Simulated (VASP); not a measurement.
# Ru (P6_3/mmc) in VASP: notebook

The runs below take Ru through single point, with PBEsol.

Everything below comes from runs of VASP 6.6.1. Logs are shortened: lines on timing, memory, paths and dates and some standing lists are left out, and cuts for length are marked.

## 1. The cell of the first run

Symmetry: P6_3/mmc, No. 194, hexagonal system. The conventional cell has a = 2.633 Å, b = 2.633 Å, c = 4.510 Å, α = 90.00°, β = 90.00°, γ = 120.00°. Ru (site symmetry -6m2) has 12 Ru at 2.63 to 2.72 Å within 3.5 Å.

## 2. Single point, PBEsol (volume 13.534 Å^3 an atom, c/a of the conventional cell 1.7130)

INCAR

```
SYSTEM = Ru
  ALGO = Fast
  EDIFF = 1E-6
  ENCUT = 520
  GGA = PS
  ISIF = 2
  ISMEAR = 0
  LASPH = .TRUE.
  LCHARG = .FALSE.
  LREAL = .FALSE.
  LWAVE = .FALSE.
  NBANDS = 21
  NELM = 60
  PREC = Accurate
  SIGMA = 0.15
```

KPOINTS

```
k-points
0
G
  21 21 12
  0 0 0
```

POSCAR

```
Ru
1.0
    2.6326273636      0.0000000000      0.0000000000
   -1.3163136818      2.2799221756      0.0000000000
    0.0000000000      0.0000000000      4.5096906738
Ru
2
Direct
    0.3333333333      0.6666666667      0.2500000000
    0.6666666667      0.3333333333      0.7500000000
```

Potentials or basis: VASP PAW PBE potentials, release 64 (Ru_pv).

Started as:

```
cat potpaw_PBE.64/Ru_pv/POTCAR > POTCAR
mpirun -np 1 vasp_std > vasp.out
```

OUTCAR:

```text
SYSTEM = Ru
   EDIFF = 1E-6
   ENCUT = 520
   GGA = PS
   ISIF = 2
   ISMEAR = 0
   LASPH = .TRUE.
   LREAL = .FALSE.
   NELM = 60
   PREC = Accurate

 ion  position               nearest neighbor table
   1  0.333  0.667  0.250-   2 2.72   2 2.72   2 2.72   2 2.72   2 2.72   2 2.72
   2  0.667  0.333  0.750-   1 2.72   1 2.72   1 2.72   1 2.72   1 2.72   1 2.72

  LATTYP: Found a hexagonal cell.
 ALAT       =     2.6326273636
 C/A-ratio  =     1.7130000000

  Lattice vectors:

 A1 = (   2.6326273636,   0.0000000000,   0.0000000000)
 A2 = (  -1.3163136818,   2.2799221756,   0.0000000000)
 A3 = (   0.0000000000,   0.0000000000,   4.5096906738)

Analysis of symmetry for initial positions (statically):
=====================================================================
 Subroutine PRICEL returns:
 Original cell was already a primitive cell.

 Routine SETGRP: Setting up the symmetry group for a
 hexagonal supercell.

 Subroutine GETGRP returns: Found 24 space group operations
 (whereof 12 operations were pure point group operations)
 out of a pool of 24 trial point group operations.

The static configuration has the point symmetry D_3d.
 The point group associated with its full space group is D_6h.

Analysis of symmetry for dynamics (positions and initial velocities):
=====================================================================
 Subroutine PRICEL returns:
 Original cell was already a primitive cell.

 Routine SETGRP: Setting up the symmetry group for a
 hexagonal supercell.

 Subroutine GETGRP returns: Found 24 space group operations
 (whereof 12 operations were pure point group operations)
 out of a pool of 24 trial point group operations.

The dynamic configuration has the point symmetry D_3d.
 The point group associated with its full space group is D_6h.

 Subroutine INISYM returns: Found 24 space group operations
 (whereof 12 operations are pure point group operations),
 and found     1 'primitive' translations

----------------------------------------------------------------------------------------

                                     Primitive cell

  volume of cell :      27.0680

  direct lattice vectors                    reciprocal lattice vectors
     2.632627364  0.000000000  0.000000000     0.379848669  0.219305731  0.000000000
    -1.316313682  2.279922176  0.000000000     0.000000000  0.438611463  0.000000000
     0.000000000  0.000000000  4.509690674     0.000000000  0.000000000  0.221744699

  length of vectors
     2.632627364  2.632627364  4.509690674     0.438611463  0.438611463  0.221744699

  position of ions in fractional coordinates (direct lattice)
     0.333333333  0.666666667  0.250000000
     0.666666667  0.333333333  0.750000000

  ion indices of the primitive-cell ions
   primitive index   ion index
                 1           1
                 2           2

----------------------------------------------------------------------------------------

 KPOINTS: k-points

Automatic generation of k-mesh.
 Grid dimensions read from file:
 generate k-points for:   21   21   12

 Generating k-lattice:

  Cartesian coordinates                     Fractional coordinates (reciprocal lattice)
     0.018088032  0.010443130  0.000000000     0.047619048 -0.000000000  0.000000000
     0.000000000  0.020886260  0.000000000     0.000000000  0.047619048  0.000000000
     0.000000000  0.000000000  0.018478725     0.000000000  0.000000000  0.083333333

  Length of vectors
     0.020886260  0.020886260  0.018478725

  Shift w.r.t. Gamma in fractional coordinates (k-lattice)
     0.000000000  0.000000000  0.000000000

 Subroutine IBZKPT returns following result:
 ===========================================

 Found    336 irreducible k-points:

 Following reciprocal coordinates:
            Coordinates               Weight
  0.000000  0.000000  0.000000      1.000000
  0.047619  0.000000  0.000000      6.000000
  0.095238  0.000000  0.000000      6.000000
  0.142857  0.000000  0.000000      6.000000
  0.190476  0.000000  0.000000      6.000000
  0.238095  0.000000  0.000000      6.000000
[... 16 lines left out ...]
  0.142857  0.095238  0.000000     12.000000
  0.190476  0.095238  0.000000     12.000000
 [... further k-points ...]
   k-points           NKPTS =    336   k-points in BZ     NKDIM =    336   number of bands    NBANDS=     21
   number of dos      NEDOS =    301   number of ions     NIONS =      2
   total plane-waves  NPLWV =  14400
   dimension x,y,z NGX =    20 NGY =   20 NGZ =   36
   dimension x,y,z NGXF=    40 NGYF=   40 NGZF=   72
   ions per type =               2
   NGX,Y,Z   is equivalent  to a cutoff of  12.63, 12.63, 13.27 a.u.
   NGXF,Y,Z  is equivalent  to a cutoff of  25.26, 25.26, 26.54 a.u.
 SYSTEM =  Ru
   PREC   = accura    normal or accurate (medium, high low for compatibility)
   ISTART =      0    job   : 0-new  1-cont  2-samecut
   ICHARG =      2    charge: 1-file 2-atom 10-const
   ISPIN  =      1    spin polarized calculation?
   LNONCOLLINEAR =      F non collinear calculations
   LSORBIT =      F    spin-orbit coupling
   LASPH  =      T    aspherical Exc in radial PAW
   ENCUT  =  520.0 eV  38.22 Ry    6.18 a.u.   4.89  4.89  8.39*2*pi/ulx,y,z
   NELM   =     60;   NELMIN=  2; NELMDL= -5     # of ELM steps
   EDIFF  = 0.1E-05   stopping-criterion for ELM
   LREAL  =      F    real-space projection
   EDIFFG = 0.1E-04   stopping-criterion for IOM
   NSW    =      0    number of steps for IOM
   IBRION =     -1    ionic relax: 0-MD 1-quasi-New 2-CG
   NFREE  =      0    steps in history (QN), initial steepest desc. (CG)
   ISIF   =      2    stress and relaxation
   ISYM   =      2    0-nonsym 1-usesym 2-fastsym
   POTIM  = 0.5000    time-step for ionic-motion
   TEBEG  =    0.0;   TEEND  =   0.0 temperature during run
   PSTRESS=    0.0 pullay stress
   NELECT =      28.0000    total number of electrons
   NUPDOWN=      -1.0000    fix difference up-down
   EMIN   =  10.00;   EMAX   =-10.00  energy-range for DOS
   EFERMI =   0.00;   METHOD = LEGACY
   ISMEAR =     0;   SIGMA  =   0.15  broadening in eV -4-tet -1-fermi 0-gaus
   EFERMI_NEDOS =   21; number of points for ismear=-14 and -15
   IALGO  =     68    algorithm
   IMIX   =      4    mixing-type and parameters
     AMIX     =   0.40;   BMIX     =  1.00
     AMIX_MAG =   1.60;   BMIX_MAG =  1.00
  volume/ion in A,a.u.               =      13.53        91.33
  Fermi-wavevector in a.u.,A,eV,Ry     =   1.655676  3.128775 37.297165  2.741264
  Thomas-Fermi vector in A             =   2.743732
   LORBIT       =      0    0 simple, 1 ext, 2 COOP (PROOUT), +10 PAW based schemes
   GGA     = PS    functional components
   LHFCALC =     F    Hartree Fock is set to
   AEXX    =    0.0000 exact exchange contribution
   IVDW    =     0    specifies the selected vdW correction
   LEPSILON=     F    determine dielectric tensor
   LRPA    =     F    only Hartree local field effects (RPA)
 non-spin polarized calculation
 RMM-DIIS sequential band-by-band and
 Gauss-broadening in eV      SIGMA  =   0.15
  energy-cutoff  :      520.00
  volume of cell :       27.07
 maximum number of plane-waves:       756
 NGX is ok and might be reduce to    20
   NGX =  9   NGY =  9   NGZ = 17

 number of electron      27.9999992 magnetization

 Free energy of the ion-electron system (eV)
  ---------------------------------------------------
  ext. energy  EPLUGINS =         0.00000000
  ---------------------------------------------------
  free energy    TOTEN  =       -20.16531412 eV

  energy without entropy =      -20.14857442  energy(sigma->0) =      -20.15694427

 E-fermi :  12.7667     XC(G=0): -14.2980

 val. band max:       12.7607493834   @ k =   0.1429   0.1429   0.1667
 cond. band min:      12.7817405962   @ k =   0.1905   0.0952   0.2500
 fundamental gap:      0.0209912128
 Fermi energy:        12.7666587093

 k-point     1 :       0.0000    0.0000    0.0000
  band No.  band energies     occupation
      1     -30.7348      2.00000
      2     -29.7891      2.00000
      3     -29.7891      2.00000
      4     -29.7711      2.00000
      5     -29.6780      2.00000
      6     -29.6780      2.00000
[... 13 lines left out ...]
     20      23.0562      0.00000
     21      23.0650      0.00000

 k-point     2 :       0.0476    0.0000    0.0000
  band No.  band energies     occupation
      1     -30.7270      2.00000
      2     -29.8111      2.00000
      3     -29.7955      2.00000
      4     -29.7729      2.00000
      5     -29.7005      2.00000
      6     -29.6818      2.00000
[... 13 lines left out ...]
     20      23.0561      0.00000
     21      23.0649      0.00000

 k-point     3 :       0.0952    0.0000    0.0000
  band No.  band energies     occupation
      1     -30.7041      2.00000
      2     -29.8752      2.00000
      3     -29.8140      2.00000
      4     -29.7784      2.00000
      5     -29.7657      2.00000
      6     -29.6931      2.00000
[... 13 lines left out ...]
     20      23.0561      0.00000
     21      23.0644      0.00000

 k-point     4 :       0.1429    0.0000    0.0000
  band No.  band energies     occupation
      1     -30.6672      2.00000
      2     -29.9754      2.00000
      3     -29.8666      2.00000
      4     -29.8425      2.00000
      5     -29.7880      2.00000
      6     -29.7112      2.00000
[... 13 lines left out ...]
     20      23.0560      0.00000
     21      23.0637      0.00000

 k-point     5 :       0.1905    0.0000    0.0000
  band No.  band energies     occupation
      1     -30.6182      2.00000
      2     -30.1025      2.00000
      3     -29.9926      2.00000
      4     -29.8781      2.00000
      5     -29.8022      2.00000
      6     -29.7347      2.00000
[... 13 lines left out ...]
     20      23.0559      0.00000
     21      23.0628      0.00000
[... 382 lines left out ...]
     20      23.9549      0.00000
     21      26.3449      0.00000

 k-point    22 :       0.0952    0.0952    0.0000
  band No.  band energies     occupation
      1     -30.6457      2.00000
      2     -30.0153      2.00000
      3     -29.9490      2.00000
      4     -29.8364      2.00000
      5     -29.7940      2.00000
      6     -29.7342      2.00000
[... 13 lines left out ...]
     20      23.0560      0.00000
     21      23.0634      0.00000

 k-point    23 :       0.1429    0.0952    0.0000
  band No.  band energies     occupation
      1     -30.5979      2.00000
      2     -30.1250      2.00000
      3     -30.0626      2.00000
      4     -29.8788      2.00000
      5     -29.8086      2.00000
      6     -29.7660      2.00000
[... 13 lines left out ...]
     20      23.0559      0.00000
     21      23.0626      0.00000

 k-point    24 :       0.1905    0.0952    0.0000
  band No.  band energies     occupation
      1     -30.5407      2.00000
      2     -30.2540      2.00000
      3     -30.1819      2.00000
      4     -29.9285      2.00000
      5     -29.8282      2.00000
      6     -29.7996      2.00000
[... 13 lines left out ...]
     20      23.0557      0.00000
     21      23.0617      0.00000

 [... further k-points ...]

------------------------ aborting loop because EDIFF is reached ----------------------------------------

  FORCE on cell =-STRESS in cart. coord.  units (eV):
  Direction    XX          YY          ZZ          XY          YZ          ZX
  --------------------------------------------------------------------------------------
  -------------------------------------------------------------------------------------
  Total        1.5410428      1.5410428     -4.9956751      0.0000000      0.0000000      0.0000000
  in kB       91.2155969     91.2155969   -295.6981474      0.0000000      0.0000000      0.0000000
  external PRESSURE =     -37.7556512 kB  Pullay stress =       0.0000000 kB

 VOLUME and BASIS-vectors are now :
 -----------------------------------------------------------------------------
  energy-cutoff  :      520.00
  volume of cell :       27.07
      direct lattice vectors                 reciprocal lattice vectors
     2.632627364  0.000000000  0.000000000     0.379848669  0.219305731  0.000000000
    -1.316313682  2.279922176  0.000000000     0.000000000  0.438611463  0.000000000
     0.000000000  0.000000000  4.509690674     0.000000000  0.000000000  0.221744699

 POSITION                                       TOTAL-FORCE (eV/Angst)
 -----------------------------------------------------------------------------------
     -0.00000      1.51995      1.12742        -0.000000     -0.000000      0.000000
      1.31631      0.75997      3.38227         0.000000      0.000000      0.000000
 -----------------------------------------------------------------------------------
    total drift:                               -0.000000      0.000000     -0.000000

  FREE ENERGIE OF THE ION-ELECTRON SYSTEM (eV)
  ---------------------------------------------------
  free  energy   TOTEN  =       -20.1653141166 eV

  energy  without entropy=      -20.1485744236  energy(sigma->0) =      -20.15694427
```

Run time: 2.5 min. Hardware: 1 thread of AMD EPYC 7R13 (Zen 3), shared host; peak memory 0.22 GiB.

Results:

- Free energy: -20.1653 eV
- Pressure: -3.8 GPa
- Band gap on the k mesh: zero (band 14 reaches 14.38 eV, above the bottom of band 15 at 11.41 eV)

Caveat: the PAW data sets were made with another functional, which shifts forces and pressure a little.

## 3. Single point, PBEsol (volume 12.468 Å^3 an atom, c/a of the conventional cell 1.4828)

INCAR

```
SYSTEM = Ru
ALGO = Fast
EDIFF = 1E-7
ENCUT = 520
GGA = PS
ISIF = 2
ISMEAR = 0
LASPH = .True.
LCHARG = .True.
LELF = .True.
LREAL = .False.
LVHAR = .True.
LWAVE = .False.
NBANDS = 21
NELM = 80
PREC = Accurate
SIGMA = 0.15
```

KPOINTS

```
k-points
0
Gamma
  21 21 12
  0 0 0
```

POSCAR

```
Ru
1.0
    2.6878468945      0.0000000000      0.0000000000
   -1.3439234472      2.3277436921      0.0000000000
    0.0000000000      0.0000000000      3.9855393751
Ru
2
Direct
    0.3333333333      0.6666666667      0.2500000000
    0.6666666667      0.3333333333      0.7500000000
```

Potentials or basis: VASP PAW PBE potentials, release 64 (Ru_pv).

Started as:

```
cat potpaw_PBE.64/Ru_pv/POTCAR > POTCAR
mpirun -np 1 vasp_std > vasp.out
```

Wall time 2.2 min (1 thread of Intel Xeon Platinum 8259CL at 2.50GHz (Skylake/Cascade Lake), shared host); peak memory 0.24 GiB.

The run converged. Its results:

* Free energy: -20.0826 eV
* Pressure: 30.0 GPa
* Band gap on the k mesh: zero (band 14 reaches 15.84 eV, above the bottom of band 15 at 12.25 eV)

Stress tensor (GPa, compression positive):
```
17.27  0.00  0.00
 0.00 17.27  0.00
 0.00  0.00 55.56
```

Levels at points of the mesh, in eV from the Fermi level:
```
           k point  band 11  band 12  band 13  band 14  band 15  band 16  band 17  band 18
(0.00, 0.00, 0.00)    -2.17    -2.17    -2.13    -2.13    -2.10     1.31     1.31     2.18
(0.00, 0.00, 0.50)    -3.48    -3.48    -2.63    -2.63     0.72     0.72     0.72     0.72
```

Caveat: the PAW data sets were made with another functional, which shifts forces and pressure a little.

## 4. Single point, PBEsol (volume 12.468 Å^3 an atom, c/a of the conventional cell 1.6857)

INCAR

```
PREC = Accurate
ENCUT = 520
EDIFF = 1E-6
ISMEAR = 0
SIGMA = 0.15
LREAL = False
LASPH = True
NELM = 80
ALGO = Fast
ISIF = 2
LWAVE = False
LCHARG = True
GGA = PS
LELF = True
LVHAR = True
NBANDS = 21
```

KPOINTS

```
regular mesh
0
Gamma
  21 21 12
```

POSCAR

```
Ru
1.0
    2.5753640179      0.0000000000      0.0000000000
   -1.2876820089      2.2303306635      0.0000000000
    0.0000000000      0.0000000000      4.3412911250
Ru
2
Direct
    0.3333333333      0.6666666667      0.2500000000
    0.6666666667      0.3333333333      0.7500000000
```

Started as:

```
cat potpaw_PBE.64/Ru_pv/POTCAR > POTCAR
mpirun -np 1 vasp_std > vasp.out
```

Wall time 2 min (1 thread of Intel Xeon Platinum 8259CL at 2.50GHz (Skylake/Cascade Lake), shared host); peak memory 0.24 GiB.

The run converged. Its results:

```
Free energy            : -20.0880 eV
Pressure               : 27.9 GPa
Band gap on the k mesh : zero (band 14 reaches 16.26 eV, above the bottom of band 15 at 12.72 eV)
```

Stress tensor (GPa, compression positive):
```
40.92  0.00  0.00
 0.00 40.92  0.00
 0.00  0.00  1.80
```

Levels at points of the mesh, in eV from the Fermi level:
| k point | band 11 | band 12 | band 13 | band 14 | band 15 | band 16 | band 17 | band 18 |
| --- | --- | --- | --- | --- | --- | --- | --- | --- |
| (0.00, 0.00, 0.00) | -2.91 | -2.29 | -2.29 | -1.03 | -1.03 | 0.60 | 1.38 | 1.38 |
| (0.00, 0.00, 0.50) | -2.95 | -2.95 | -2.95 | -2.95 | 0.64 | 0.64 | 0.64 | 0.64 |

Caveat: the PAW data sets were made with another functional, which shifts forces and pressure a little.

## 5. Summary

```tsv
cell	further INCAR settings	gap on the mesh (eV)	pressure (GPa)
a = 2.633, b = 2.633, c = 4.510 Å, angles 90.0, 90.0, 120.0°, 2 atoms	ALGO = Fast; EDIFF = 1e-06; NBANDS = 21	none	-3.8
a = 2.688, b = 2.688, c = 3.986 Å, angles 90.0, 90.0, 120.0°, 2 atoms	ALGO = Fast; EDIFF = 1e-07; NBANDS = 21	none	30.0
a = 2.575, b = 2.575, c = 4.341 Å, angles 90.0, 90.0, 120.0°, 2 atoms	ALGO = Fast; EDIFF = 1e-06; NBANDS = 21	none	27.9
```

Alike in all rows: task single point; level PBEsol; potentials or basis VASP PAW PBE potentials, release 64 (Ru_pv); no spin polarisation; k mesh 21 × 21 × 12; cutoff (eV) 520; smearing gaussian 0.15 eV.

Caveats: the PAW data sets were made with another functional, which shifts forces and pressure a little.

Absolute energies hang on the potentials; compare differences alone.
